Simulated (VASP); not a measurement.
# V (Fm-3m) in VASP: relaxation of cell and atoms with r2SCAN

Aim: the relaxation of cell and atoms of V with r2SCAN.

Program: VASP 6.6.1. These are calculated values, not measurements. Logs are shortened: lines on timing, memory, paths and dates and some standing lists are left out, and cuts for length are marked.

## Step 1: The cell of the first run

It takes space group Fm-3m (No. 225, cubic). The conventional cell has a = 3.805 Å, b = 3.805 Å, c = 3.805 Å, α = 90.00°, β = 90.00°, γ = 90.00°. Within 3.5 Å of V (site symmetry m-3m) lie 12 V at 2.69 Å.

This isn't the form of V at room conditions, which is bcc.

## Step 2: Relaxation of cell and atoms, r2SCAN, collinear spin (atoms taken out)

The input, POSCAR:

```
V
1.0
    0.0000000000      1.9022650641      1.9022650641
    1.9022650641      0.0000000000      1.9022650641
    1.9022650641      1.9022650641      0.0000000000
V
1
Direct
    0.0000000000      0.0000000000      0.0000000000
```

The input, INCAR.step1:

```
SYSTEM = V
PREC = Accurate
ENCUT = 600
ISMEAR = 0
SIGMA = 0.1
LREAL = .False.
LASPH = .True.
NELM = 150
ISPIN = 2
MAGMOM = -0.15
LMAXMIX = 4
GGA = PE
ALGO = Normal
EDIFF = 1E-4
LWAVE = .True.
LCHARG = .False.
```

The input, INCAR.step2:

```
SYSTEM = V
PREC = Accurate
ENCUT = 600
EDIFF = 1E-6
ISMEAR = 0
SIGMA = 0.1
LREAL = .False.
LASPH = .True.
NELM = 150
ALGO = Normal
ISIF = 3
LWAVE = .False.
LCHARG = .False.
ISPIN = 2
MAGMOM = -0.15
LORBIT = 11
LMAXMIX = 4
METAGGA = R2SCAN
LMIXTAU = .True.
IBRION = 2
NSW = 90
EDIFFG = -0.025
ISTART = 1
```

The input, KPOINTS:

```
regular mesh
0
Gamma
  16 16 16
  0 0 0
```

Potentials or basis: VASP PAW PBE potentials, release 64 (V_sv).

The run is started by

```console
cat potpaw_PBE.64/V_sv/POTCAR > POTCAR
cp INCAR.step1 INCAR
mpirun -np 1 vasp_std > vasp.out
cp INCAR.step2 INCAR
mpirun -np 1 vasp_std > vasp.out
```

OUTCAR:

```text
SYSTEM = V
   PREC = Accurate
   ENCUT = 600
   EDIFF = 1E-6
   ISMEAR = 0
   LREAL = .False.
   LASPH = .True.
   NELM = 150
   ISIF = 3
   ISPIN = 2
   LORBIT = 11
   METAGGA = R2SCAN
   IBRION = 2
   NSW = 90
   EDIFFG = -0.025
   ISTART = 1

 ion  position               nearest neighbor table
   1  0.000  0.000  0.000-

  LATTYP: Found a face centered cubic cell.
 ALAT       =     3.8045301282

  Lattice vectors:

 A1 = (   0.0000000000,   1.9022650641,   1.9022650641)
 A2 = (   1.9022650641,   0.0000000000,   1.9022650641)
 A3 = (   1.9022650641,   1.9022650641,   0.0000000000)

Analysis of symmetry for initial positions (statically):
=====================================================================
 Subroutine PRICEL returns:
 Original cell was already a primitive cell.

 Routine SETGRP: Setting up the symmetry group for a
 face centered cubic supercell.

 Subroutine GETGRP returns: Found 48 space group operations
 (whereof 48 operations were pure point group operations)
 out of a pool of 48 trial point group operations.

The static configuration has the point symmetry O_h .

Analysis of symmetry for dynamics (positions and initial velocities):
=====================================================================
 Subroutine PRICEL returns:
 Original cell was already a primitive cell.

 Routine SETGRP: Setting up the symmetry group for a
 face centered cubic supercell.

 Subroutine GETGRP returns: Found 48 space group operations
 (whereof 48 operations were pure point group operations)
 out of a pool of 48 trial point group operations.

The dynamic configuration has the point symmetry O_h .

Analysis of structural, dynamic, and magnetic symmetry:
=====================================================================
 Subroutine PRICEL returns:
 Original cell was already a primitive cell.

 Routine SETGRP: Setting up the symmetry group for a
 face centered cubic supercell.

 Subroutine GETGRP returns: Found 48 space group operations
 (whereof 48 operations were pure point group operations)
 out of a pool of 48 trial point group operations.

The overall configuration has the point symmetry O_h .

 Subroutine INISYM returns: Found 48 space group operations
 (whereof 48 operations are pure point group operations),
 and found     1 'primitive' translations

----------------------------------------------------------------------------------------

                                     Primitive cell

  volume of cell :      13.7671

  direct lattice vectors                    reciprocal lattice vectors
     0.000000000  1.902265064  1.902265064    -0.262844548  0.262844548  0.262844548
     1.902265064  0.000000000  1.902265064     0.262844548 -0.262844548  0.262844548
     1.902265064  1.902265064  0.000000000     0.262844548  0.262844548 -0.262844548

  length of vectors
     2.690209053  2.690209053  2.690209053     0.455260111  0.455260111  0.455260111

  position of ions in fractional coordinates (direct lattice)
     0.000000000  0.000000000  0.000000000

  ion indices of the primitive-cell ions
   primitive index   ion index
                 1           1

----------------------------------------------------------------------------------------

 KPOINTS: regular mesh

Automatic generation of k-mesh.
 Grid dimensions read from file:
 generate k-points for:   16   16   16

 Generating k-lattice:

  Cartesian coordinates                     Fractional coordinates (reciprocal lattice)
    -0.016427784  0.016427784  0.016427784     0.062500000  0.000000000  0.000000000
     0.016427784 -0.016427784  0.016427784     0.000000000  0.062500000  0.000000000
     0.016427784  0.016427784 -0.016427784     0.000000000  0.000000000  0.062500000

  Length of vectors
     0.028453757  0.028453757  0.028453757

  Shift w.r.t. Gamma in fractional coordinates (k-lattice)
     0.000000000  0.000000000  0.000000000

 Subroutine IBZKPT returns following result:
 ===========================================

 Found    145 irreducible k-points:

 Following reciprocal coordinates:
            Coordinates               Weight
  0.000000  0.000000  0.000000      1.000000
  0.062500  0.000000  0.000000      8.000000
  0.125000  0.000000  0.000000      8.000000
  0.187500  0.000000  0.000000      8.000000
  0.250000  0.000000  0.000000      8.000000
  0.312500  0.000000  0.000000      8.000000
[... 16 lines left out ...]
 -0.125000  0.062500  0.000000     24.000000
 -0.062500  0.062500  0.000000     12.000000
 [... further k-points ...]
   k-points           NKPTS =    145   k-points in BZ     NKDIM =    145   number of bands    NBANDS=     10
   number of dos      NEDOS =    301   number of ions     NIONS =      1
   total plane-waves  NPLWV =  13824
   dimension x,y,z NGX =    24 NGY =   24 NGZ =   24
   dimension x,y,z NGXF=    48 NGYF=   48 NGZF=   48
   ions per type =               1
   NGX,Y,Z   is equivalent  to a cutoff of  14.83, 14.83, 14.83 a.u.
   NGXF,Y,Z  is equivalent  to a cutoff of  29.66, 29.66, 29.66 a.u.
 SYSTEM =  V
   PREC   = accura    normal or accurate (medium, high low for compatibility)
   ISTART =      1    job   : 0-new  1-cont  2-samecut
   ICHARG =      0    charge: 1-file 2-atom 10-const
   ISPIN  =      2    spin polarized calculation?
   LNONCOLLINEAR =      F non collinear calculations
   LSORBIT =      F    spin-orbit coupling
   LASPH  =      T    aspherical Exc in radial PAW
   ENCUT  =  600.0 eV  44.10 Ry    6.64 a.u.   5.37  5.37  5.37*2*pi/ulx,y,z
   NELM   =    150;   NELMIN=  2; NELMDL=  0     # of ELM steps
   EDIFF  = 0.1E-05   stopping-criterion for ELM
   LREAL  =      F    real-space projection
   EDIFFG = -.3E-01   stopping-criterion for IOM
   NSW    =     90    number of steps for IOM
   IBRION =      2    ionic relax: 0-MD 1-quasi-New 2-CG
   NFREE  =      1    steps in history (QN), initial steepest desc. (CG)
   ISIF   =      3    stress and relaxation
   ISYM   =      2    0-nonsym 1-usesym 2-fastsym
   POTIM  = 0.5000    time-step for ionic-motion
   TEBEG  =    0.0;   TEEND  =   0.0 temperature during run
   PSTRESS=    0.0 pullay stress
   NELECT =      13.0000    total number of electrons
   NUPDOWN=      -1.0000    fix difference up-down
   EMIN   =  10.00;   EMAX   =-10.00  energy-range for DOS
   EFERMI =   0.00;   METHOD = LEGACY
   ISMEAR =     0;   SIGMA  =   0.10  broadening in eV -4-tet -1-fermi 0-gaus
   EFERMI_NEDOS =   21; number of points for ismear=-14 and -15
   IALGO  =     38    algorithm
   IMIX   =      4    mixing-type and parameters
     AMIX     =   0.40;   BMIX     =  1.00
     AMIX_MAG =   1.60;   BMIX_MAG =  1.00
  volume/ion in A,a.u.               =      13.77        92.91
  Fermi-wavevector in a.u.,A,eV,Ry     =   1.606109  3.035105 35.097384  2.579585
  Thomas-Fermi vector in A             =   2.702348
   LORBIT       =     11    0 simple, 1 ext, 2 COOP (PROOUT), +10 PAW based schemes
   METAGGA = R2SCAN    functional components
   LHFCALC =     F    Hartree Fock is set to
   AEXX    =    0.0000 exact exchange contribution
   IVDW    =     0    specifies the selected vdW correction
   LEPSILON=     F    determine dielectric tensor
   LRPA    =     F    only Hartree local field effects (RPA)
 conjugate gradient relaxation of ions
 spin polarized calculation
 Gauss-broadening in eV      SIGMA  =   0.10
  energy-cutoff  :      600.00
  volume of cell :       13.77
 maximum number of plane-waves:       477
 NGX is ok and might be reduce to    24
   NGX = 11   NGY = 11   NGZ = 11

 number of electron      12.9999997 magnetization      -0.0000006

 number of electron      12.9999997 magnetization       0.0000002

 Free energy of the ion-electron system (eV)
  ---------------------------------------------------
  ext. energy  EPLUGINS =         0.00000000
  ---------------------------------------------------
  free energy    TOTEN  =       -13.89391280 eV

  energy without entropy =      -13.88696158  energy(sigma->0) =      -13.89043719

 E-fermi :   9.7363     XC(G=0): -13.9373

 val. band max:        9.7152865931   @ k =   0.4375   0.1250   0.0000
 cond. band min:       9.7409039407   @ k =   0.3750   0.1875   0.0000
 fundamental gap:      0.0256173476
 Fermi energy:         9.7362801045

 spin component 1

 k-point     1 :       0.0000    0.0000    0.0000
  band No.  band energies     occupation
      1     -56.9770      1.00000
      2     -29.1685      1.00000
      3     -29.1684      1.00000
      4     -29.1684      1.00000
      5       2.3818      1.00000
      6       9.9074      0.00776
      7       9.9074      0.00776
      8       9.9074      0.00775
      9      11.9000      0.00000
     10      11.9000      0.00000
[... 287 lines left out ...]
 k-point    24 :      -0.0625    0.0625    0.0000
  band No.  band energies     occupation
      1     -56.9596      1.00000
      2     -29.2513      1.00000
      3     -29.1921      1.00000
      4     -29.1740      1.00000
      5       2.7861      1.00000
      6       9.6751      0.80642
      7      10.0378      0.00001
      8      10.0612      0.00000
      9      11.7296      0.00000
     10      11.9112      0.00000

 [... further k-points ...]

 spin component 2

 k-point     1 :       0.0000    0.0000    0.0000
  band No.  band energies     occupation
      1     -56.9770      1.00000
      2     -29.1685      1.00000
      3     -29.1684      1.00000
      4     -29.1684      1.00000
      5       2.3818      1.00000
      6       9.9074      0.00776
      7       9.9074      0.00776
      8       9.9074      0.00775
      9      11.9000      0.00000
     10      11.9000      0.00000
[... 287 lines left out ...]
 k-point    24 :      -0.0625    0.0625    0.0000
  band No.  band energies     occupation
      1     -56.9596      1.00000
      2     -29.2513      1.00000
      3     -29.1921      1.00000
      4     -29.1740      1.00000
      5       2.7861      1.00000
      6       9.6751      0.80642
      7      10.0378      0.00001
      8      10.0612      0.00000
      9      11.7296      0.00000
     10      11.9112      0.00000

 [... further k-points ...]
[... 5 lines left out ...]
  --------------------------------------------------------------------------------------
  -------------------------------------------------------------------------------------
  Total       -0.0074515     -0.0074515     -0.0074515      0.0000000      0.0000000      0.0000000
  in kB       -0.8671863     -0.8671863     -0.8671863      0.0000000      0.0000000      0.0000000
  external PRESSURE =      -0.8671863 kB  Pullay stress =       0.0000000 kB

 VOLUME and BASIS-vectors are now :
 -----------------------------------------------------------------------------
  energy-cutoff  :      600.00
  volume of cell :       13.77
      direct lattice vectors                 reciprocal lattice vectors
     0.000000000  1.902265064  1.902265064    -0.262844548  0.262844548  0.262844548
     1.902265064  0.000000000  1.902265064     0.262844548 -0.262844548  0.262844548
     1.902265064  1.902265064  0.000000000     0.262844548  0.262844548 -0.262844548

 POSITION                                       TOTAL-FORCE (eV/Angst)
 -----------------------------------------------------------------------------------
      0.00000      0.00000      0.00000         0.000000     -0.000000     -0.000000
 -----------------------------------------------------------------------------------
    total drift:                                0.000000      0.000000      0.000000

  FREE ENERGIE OF THE ION-ELECTRON SYSTEM (eV)
  ---------------------------------------------------
  free  energy   TOTEN  =       -13.8939128024 eV

  energy  without entropy=      -13.8869615795  energy(sigma->0) =      -13.89043719

 reached required accuracy - stopping structural energy minimisation

 total charge

# of ion       s       p       d       tot
------------------------------------------
    1        2.340   6.245   2.986  11.571

 magnetization (x)

# of ion       s       p       d       tot
------------------------------------------
    1        0.000   0.000   0.000   0.000
```

Wall time 2.1 min (1 thread of Intel Xeon Platinum 8259CL at 2.50GHz (Skylake/Cascade Lake), shared host); peak memory 0.18 GiB.

Results:

```
Free energy                                           : -13.8939 eV
Pressure after relaxing                               : -0.1 GPa
Net moment                                            : 0.00 μB per cell
Valence electrons inside the program's atomic spheres : V 11.57
```

Final structure:
```
V
1.0
     0.00000    1.90227    1.90227
     1.90227    0.00000    1.90227
     1.90227    1.90227    0.00000
V
1
Direct
  0.00000 0.00000 0.00000
```

Levels at points of the mesh, in eV from the Fermi level:
Spin up:
```tsv
k point	band 4	band 5	band 6	band 7	band 8	band 9
(0.00, 0.00, 0.00)	-38.90	-7.35	0.17	0.17	0.17	2.16
(0.50, 0.00, 0.00)	-39.01	-3.57	0.13	0.13	0.62	3.27
(0.50, 0.50, 0.00)	-39.21	-3.63	-2.82	3.35	3.41	3.51
```
Spin down:
```
           k point  band 3  band 4  band 5  band 6  band 7  band 8  band 9  band 10
(0.00, 0.00, 0.00)  -38.90  -38.90   -7.35    0.17    0.17    0.17    2.16     2.16
(0.50, 0.00, 0.00)  -39.01  -39.01   -3.57    0.13    0.13    0.62    3.27     3.27
(0.50, 0.50, 0.00)  -39.21  -39.21   -3.63   -2.82    3.35    3.41    3.51     3.51
```

Caveat: the cell differs from its parent crystal (atoms taken out); the relaxation stopped at its first step, so nothing moved; the PAW data sets were made with another functional, which shifts forces and pressure a little.
